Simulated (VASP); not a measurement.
# CuO (C2/c) in VASP: notebook

CuO is run at these levels: RPBE+D4, r2SCAN; tasks: single point.

Program: VASP 6.6.1. These are calculated values, not measurements. Logs are shortened: lines on timing, memory, paths and dates and some standing lists are left out, and cuts for length are marked.

## 1. The cell of the first run

Symmetry: C2/c, No. 15, monoclinic system. Conventional cell: a = 4.776 Å, b = 3.490 Å, c = 5.229 Å, α = 90.00°, β = 99.54°, γ = 90.00°. Within 2.6 Å of Cu (site symmetry -1) lie 4 O at 1.99 to 2.00 Å. O (site symmetry 2) has 4 Cu at 1.99 to 2.00 Å and 2 O at 2.68 Å within 2.7 Å.

## 2. Single point, RPBE+D4

Input file INCAR:

```
SYSTEM = CuO
PREC     = Accurate       ! precision mode
ENCUT    = 520            ! plane-wave cutoff, eV
EDIFF    = 1E-6           ! SCF threshold, eV
ISMEAR   = -1             ! smearing method
SIGMA    = 0.05           ! smearing width, eV
LREAL    = .FALSE.        ! projectors in reciprocal space
LASPH    = .TRUE.         ! aspherical terms in the spheres
NELM     = 80             ! most SCF steps
ALGO     = Normal         ! electronic algorithm
ISIF     = 2              ! what is computed and relaxed
LWAVE    = .FALSE.        ! write WAVECAR
LCHARG   = .TRUE.         ! write CHGCAR
GGA      = RP             ! functional
IVDW     = 13             ! dispersion correction
LELF     = .TRUE.         ! ELF
LVHAR    = .TRUE.       
NBANDS   = 25             ! bands
```

Input file KPOINTS:

```
regular mesh
0
G
  10 10 5
  0 0 0
```

Input file POSCAR:

```
CuO
1.0
    2.3877802882     -1.7448634230      0.0000000000
    2.3877802882      1.7448634230      0.0000000000
   -0.8666988638      0.0000000000      5.1570684890
Cu O
2 2
Direct
    0.5000000000      0.0000000000      0.5000000000
    0.0000000000      0.5000000000      0.0000000000
    0.4184000000      0.5816000000      0.7500000000
    0.5816000000      0.4184000000      0.2500000000
```

Potentials or basis: VASP PAW PBE potentials, release 64 (Cu, O).

Run with:

```bash
cat potpaw_PBE.64/Cu/POTCAR potpaw_PBE.64/O/POTCAR > POTCAR
mpirun -np 1 vasp_std > vasp.out
```

OUTCAR:

```text
SYSTEM = CuO
   PREC = Accurate
   ENCUT = 520
   EDIFF = 1E-6
   ISMEAR = -1
   LREAL = .FALSE.
   LASPH = .TRUE.
   NELM = 80
   ISIF = 2
   GGA = RP
   IVDW = 13

 ion  position               nearest neighbor table
   1  0.500  0.000  0.500-   3 1.99   4 1.99   4 2.00   3 2.00
   2  0.000  0.500  0.000-   4 1.99   3 1.99   4 2.00   3 2.00
   3  0.418  0.582  0.750-   2 1.99   1 1.99   2 2.00   1 2.00
   4  0.582  0.418  0.250-   1 1.99   2 1.99   2 2.00   1 2.00

  LATTYP: Found a base centered monoclinic cell.
 ALAT       =     4.7755605764
 B/A-ratio  =     0.7307470589
 C/A-ratio  =     1.0950317057
 COS(beta)  =    -0.1657361228

  Lattice vectors:

 A1 = (   2.3877802882,  -1.7448634230,   0.0000000000)
 A2 = (   2.3877802882,   1.7448634230,   0.0000000000)
 A3 = (  -0.8666988638,   0.0000000000,   5.1570684890)

Analysis of symmetry for initial positions (statically):
=====================================================================
 Subroutine PRICEL returns:
 Original cell was already a primitive cell.

 Routine SETGRP: Setting up the symmetry group for a
 base centered monoclinic supercell.

 Subroutine GETGRP returns: Found  4 space group operations
 (whereof  2 operations were pure point group operations)
 out of a pool of  4 trial point group operations.

The static configuration has the point symmetry S_2 .
 The point group associated with its full space group is C_2h.

Analysis of symmetry for dynamics (positions and initial velocities):
=====================================================================
 Subroutine PRICEL returns:
 Original cell was already a primitive cell.

 Routine SETGRP: Setting up the symmetry group for a
 base centered monoclinic supercell.

 Subroutine GETGRP returns: Found  4 space group operations
 (whereof  2 operations were pure point group operations)
 out of a pool of  4 trial point group operations.

The dynamic configuration has the point symmetry S_2 .
 The point group associated with its full space group is C_2h.

 Subroutine INISYM returns: Found  4 space group operations
 (whereof  2 operations are pure point group operations),
 and found     1 'primitive' translations

----------------------------------------------------------------------------------------

                                     Primitive cell

  volume of cell :      42.9723

  direct lattice vectors                    reciprocal lattice vectors
     2.387780288 -1.744863423  0.000000000     0.209399501 -0.286555379  0.035191759
     2.387780288  1.744863423  0.000000000     0.209399501  0.286555379  0.035191759
    -0.866698864  0.000000000  5.157068489     0.000000000  0.000000000  0.193908613

  length of vectors
     2.957370973  2.957370973  5.229390244     0.356651926  0.356651926  0.193908613

  position of ions in fractional coordinates (direct lattice)
     0.500000000  0.000000000  0.500000000
     0.000000000  0.500000000  0.000000000
     0.418400000  0.581600000  0.750000000
     0.581600000  0.418400000  0.250000000

  ion indices of the primitive-cell ions
   primitive index   ion index
                 1           1
                 2           2
                 3           3
                 4           4

----------------------------------------------------------------------------------------

 KPOINTS: regular mesh

Automatic generation of k-mesh.
 Grid dimensions read from file:
 generate k-points for:   10   10    5

 Generating k-lattice:

  Cartesian coordinates                     Fractional coordinates (reciprocal lattice)
     0.020939950 -0.028655538  0.003519176     0.100000000  0.000000000  0.000000000
     0.020939950  0.028655538  0.003519176     0.000000000  0.100000000  0.000000000
     0.000000000  0.000000000  0.038781723     0.000000000  0.000000000  0.200000000

  Length of vectors
     0.035665193  0.035665193  0.038781723

  Shift w.r.t. Gamma in fractional coordinates (k-lattice)
     0.000000000  0.000000000  0.000000000

 Subroutine IBZKPT returns following result:
 ===========================================

 Found    141 irreducible k-points:

 Following reciprocal coordinates:
            Coordinates               Weight
  0.000000  0.000000  0.000000      1.000000
  0.100000 -0.000000 -0.000000      4.000000
  0.200000 -0.000000 -0.000000      4.000000
  0.300000 -0.000000 -0.000000      4.000000
  0.400000  0.000000 -0.000000      4.000000
  0.500000 -0.000000 -0.000000      2.000000
[... 16 lines left out ...]
  0.300000  0.300000 -0.000000      2.000000
  0.400000  0.300000 -0.000000      4.000000
 [... further k-points ...]
   k-points           NKPTS =    141   k-points in BZ     NKDIM =    141   number of bands    NBANDS=     25
   number of dos      NEDOS =    301   number of ions     NIONS =      4
   total plane-waves  NPLWV =  23040
   dimension x,y,z NGX =    24 NGY =   24 NGZ =   40
   dimension x,y,z NGXF=    48 NGYF=   48 NGZF=   80
   ions per type =               2   2
   NGX,Y,Z   is equivalent  to a cutoff of  13.49, 13.49, 12.72 a.u.
   NGXF,Y,Z  is equivalent  to a cutoff of  26.98, 26.98, 25.43 a.u.
 SYSTEM =  CuO
   PREC   = accura    normal or accurate (medium, high low for compatibility)
   ISTART =      0    job   : 0-new  1-cont  2-samecut
   ICHARG =      2    charge: 1-file 2-atom 10-const
   ISPIN  =      1    spin polarized calculation?
   LNONCOLLINEAR =      F non collinear calculations
   LSORBIT =      F    spin-orbit coupling
   LASPH  =      T    aspherical Exc in radial PAW
   ENCUT  =  520.0 eV  38.22 Ry    6.18 a.u.   5.50  5.50  9.72*2*pi/ulx,y,z
   NELM   =     80;   NELMIN=  2; NELMDL= -5     # of ELM steps
   EDIFF  = 0.1E-05   stopping-criterion for ELM
   LREAL  =      F    real-space projection
   EDIFFG = 0.1E-04   stopping-criterion for IOM
   NSW    =      0    number of steps for IOM
   IBRION =     -1    ionic relax: 0-MD 1-quasi-New 2-CG
   NFREE  =      0    steps in history (QN), initial steepest desc. (CG)
   ISIF   =      2    stress and relaxation
   ISYM   =      2    0-nonsym 1-usesym 2-fastsym
   POTIM  = 0.5000    time-step for ionic-motion
   TEBEG  =    0.0;   TEEND  =   0.0 temperature during run
   PSTRESS=    0.0 pullay stress
   NELECT =      34.0000    total number of electrons
   NUPDOWN=      -1.0000    fix difference up-down
   EMIN   =  10.00;   EMAX   =-10.00  energy-range for DOS
   EFERMI =   0.00;   METHOD = LEGACY
   ISMEAR =    -1;   SIGMA  =   0.05  broadening in eV -4-tet -1-fermi 0-gaus
   EFERMI_NEDOS =   21; number of points for ismear=-14 and -15
   IALGO  =     38    algorithm
   IMIX   =      4    mixing-type and parameters
     AMIX     =   0.40;   BMIX     =  1.00
     AMIX_MAG =   1.60;   BMIX_MAG =  1.00
  volume/ion in A,a.u.               =      10.74        72.50
  Fermi-wavevector in a.u.,A,eV,Ry     =   1.514159  2.861346 31.193784  2.292678
  Thomas-Fermi vector in A             =   2.623854
   LORBIT       =      0    0 simple, 1 ext, 2 COOP (PROOUT), +10 PAW based schemes
   GGA     = RP    functional components
   LHFCALC =     F    Hartree Fock is set to
   AEXX    =    0.0000 exact exchange contribution
   IVDW    =    13    specifies the selected vdW correction
   LEPSILON=     F    determine dielectric tensor
   LRPA    =     F    only Hartree local field effects (RPA)
 non-spin polarized calculation
  energy-cutoff  :      520.00
  volume of cell :       42.97
 maximum number of plane-waves:      1175
 NGX is ok and might be reduce to    24
   NGX = 11   NGY = 11   NGZ = 19

 number of electron      34.0000007 magnetization

 Free energy of the ion-electron system (eV)
  ---------------------------------------------------
  ext. energy  EPLUGINS =         0.00000000
  ---------------------------------------------------
  free energy    TOTEN  =       -17.84706494 eV

  energy without entropy =      -17.82693104  energy(sigma->0) =      -17.83699799

 E-fermi :   5.1270     XC(G=0): -11.3666

 val. band max:        5.1200052409   @ k =   0.5000   0.1000   0.2000
 cond. band min:       5.1301270104   @ k =   0.3000   0.2000   0.4000
 fundamental gap:      0.0101217694
 Fermi energy:         5.1269969222

 k-point     1 :       0.0000    0.0000    0.0000
  band No.  band energies     occupation
      1     -14.3675      2.00000
      2     -13.2150      2.00000
      3      -2.4290      2.00000
      4      -0.0066      2.00000
      5       0.3705      2.00000
      6       2.1000      2.00000
[... 17 lines left out ...]
     24      21.3566      0.00000
     25      21.6247      0.00000

 k-point     2 :       0.1000   -0.0000   -0.0000
  band No.  band energies     occupation
      1     -14.3089      2.00000
      2     -13.1954      2.00000
      3      -2.3257      2.00000
      4      -0.0204      2.00000
      5       0.3457      2.00000
      6       1.3820      2.00000
[... 17 lines left out ...]
     24      20.7643      0.00000
     25      21.6746      0.00000

 k-point     3 :       0.2000   -0.0000   -0.0000
  band No.  band energies     occupation
      1     -14.1500      2.00000
      2     -13.1437      2.00000
      3      -2.0489      2.00000
      4      -0.0710      2.00000
      5       0.2258      2.00000
      6       0.4273      2.00000
[... 17 lines left out ...]
     24      19.9655      0.00000
     25      21.2099      0.00000

 k-point     4 :       0.3000   -0.0000   -0.0000
  band No.  band energies     occupation
      1     -13.9421      2.00000
      2     -13.0788      2.00000
      3      -1.6992      2.00000
      4      -0.6423      2.00000
      5      -0.1325      2.00000
      6       0.3401      2.00000
[... 17 lines left out ...]
     24      18.8540      0.00000
     25      20.8266      0.00000
[... 477 lines left out ...]
 k-point    22 :      -0.2000    0.2000    0.0000
  band No.  band energies     occupation
      1     -13.8943      2.00000
      2     -13.0562      2.00000
      3      -1.6066      2.00000
      4      -0.1947      2.00000
      5      -0.1659      2.00000
      6       0.1550      2.00000
[... 17 lines left out ...]
     24      18.6318      0.00000
     25      18.7675      0.00000

 k-point    23 :       0.3000    0.3000   -0.0000
  band No.  band energies     occupation
      1     -13.6811      2.00000
      2     -13.0282      2.00000
      3      -1.1705      2.00000
      4      -0.7339      2.00000
      5       0.2140      2.00000
      6       0.2577      2.00000
[... 17 lines left out ...]
     24      19.3604      0.00000
     25      19.8229      0.00000

 k-point    24 :       0.4000    0.3000   -0.0000
  band No.  band energies     occupation
      1     -13.5215      2.00000
      2     -12.9850      2.00000
      3      -1.1823      2.00000
      4      -0.8974      2.00000
      5       0.0411      2.00000
      6       0.1934      2.00000
[... 17 lines left out ...]
     24      18.1745      0.00000
     25      19.3251      0.00000

 [... further k-points ...]

------------------------ aborting loop because EDIFF is reached ----------------------------------------

  DFT-D4 for vdW energy calculation

  Edisp (eV):   -2.61191

  FORCE on cell =-STRESS in cart. coord.  units (eV):
  Direction    XX          YY          ZZ          XY          YZ          ZX
  --------------------------------------------------------------------------------------
  -------------------------------------------------------------------------------------
  Total      -1.80168    -1.29599    -2.17053     0.00000     0.00000    -0.14576
  in kB     -67.17381   -48.31950   -80.92597     0.00000     0.00000    -5.43445
  external pressure =      -65.47 kB  Pullay stress =        0.00 kB

 VOLUME and BASIS-vectors are now :
 -----------------------------------------------------------------------------
  energy-cutoff  :      520.00
  volume of cell :       42.97
      direct lattice vectors                 reciprocal lattice vectors
     2.387780288 -1.744863423  0.000000000     0.209399501 -0.286555379  0.035191759
     2.387780288  1.744863423  0.000000000     0.209399501  0.286555379  0.035191759
    -0.866698864  0.000000000  5.157068489     0.000000000  0.000000000  0.193908613

 POSITION                                       TOTAL-FORCE (eV/Angst)
 -----------------------------------------------------------------------------------
      0.76054     -0.87243      2.57853        -0.000000     -0.000000      0.000000
      1.19389      0.87243      0.00000        -0.000000     -0.000000      0.000000
      1.73776      0.28476      3.86780        -0.000000     -0.303596      0.000000
      2.17111     -0.28476      1.28927         0.000000      0.303596      0.000000
 -----------------------------------------------------------------------------------
    total drift:                                0.000000      0.000000     -0.000000

  FREE ENERGIE OF THE ION-ELECTRON SYSTEM (eV)
  ---------------------------------------------------
  free  energy   TOTEN  =       -20.4589705441 eV

  energy  without entropy=      -20.4388366455  energy(sigma->0) =      -20.44890359
```

Wall time 2.3 min (1 thread of Intel Xeon Platinum 8259CL at 2.50GHz (Skylake/Cascade Lake), shared host); peak memory 0.25 GiB.

Results:

| Quantity | Value |
| --- | --- |
| Free energy | -20.4590 eV |
| Pressure | -6.5 GPa |
| Largest force | 0.304 eV/Å |
| Band gap on the k mesh | zero (bands 17 and 18 overlap by 0.60 eV) |
| Dispersion energy per atom | -0.653 eV |

Forces on the atoms (eV/Å):
```
Cu   0.000  0.000  0.000
Cu   0.000  0.000  0.000
O    0.000 -0.304  0.000
O    0.000  0.304  0.000
```

Caveat: the cell stands under tension; the PAW data sets were made with another functional, which shifts forces and pressure a little; semilocal functionals often make such compounds metallic where correlation or magnetic order opens a gap, which also shifts bond lengths.

[end of part 1 of 2]
